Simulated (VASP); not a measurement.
## Ge: relaxation of cell and atoms with PBE

Ge:

```
CELL_PARAMETERS angstrom
0.00000 2.13786 2.13786
2.13786 0.00000 2.13786
2.13786 2.13786 0.00000
ATOMIC_POSITIONS crystal
Ge 0.00000 0.00000 0.00000
```

* Program: VASP 6.6.1
* Task: relaxation of cell and atoms
* Functional: PBE
* Potentials or basis: VASP PAW PBE potentials, release 64 (Ge_d)
* Cutoff: 600 eV
* k mesh: 16 × 16 × 16
* Occupations: gaussian, width 0.1 eV
* Spin: no spin polarisation
* Dipole correction: no
* Further INCAR settings: ALGO = Normal; EDIFF = 1e-07; IBRION = 2; EDIFFG = -0.01; NSW = 80; ISIF = 3

The relaxed volume is 19.59 Å³/atom, the relaxed cell is a = 3.026 Å, b = 3.026 Å, c = 3.026 Å, α = 60.00°, β = 60.00°, γ = 60.00° and the space group after relaxing (to 0.05 Å) is Fm-3m (No. 225). The energy gained by relaxing is 0.0 meV/atom. The ionic steps are 2 and the pressure after relaxing is 0.0 GPa. The band gap on the k mesh is zero (band 7 reaches 15.03 eV, above the bottom of band 8 at 4.13 eV).

Final structure:
```yaml
crystal:
  lattice:
    - [0.00000, 2.13970, 2.13970]
    - [2.13970, 0.00000, 2.13970]
    - [2.13970, 2.13970, 0.00000]
  atoms:
    - { symbol: Ge, position: [0.00000, 0.00000, 0.00000] }
```

Levels at points of the mesh, in eV from the Fermi level:
```tsv
k point	band 3	band 4	band 5	band 6	band 7	band 8	band 9	band 10	band 11
(0.00, 0.00, 0.00)	-24.80	-24.76	-24.76	-12.95	8.55	8.55	8.55	13.75	13.75
(0.50, 0.00, 0.00)	-24.80	-24.71	-24.71	-7.90	-5.40	6.57	6.57	11.72	12.46
(0.50, 0.50, 0.00)	-24.72	-24.70	-24.70	-5.69	-4.18	2.50	2.50	6.23	6.59
```

Wall time 26 s on 1 thread of Intel(R) Xeon(R) Platinum 8259CL CPU @ 2.50GHz (Skylake/Cascade Lake), on a shared host, peak memory 0.17 GiB.
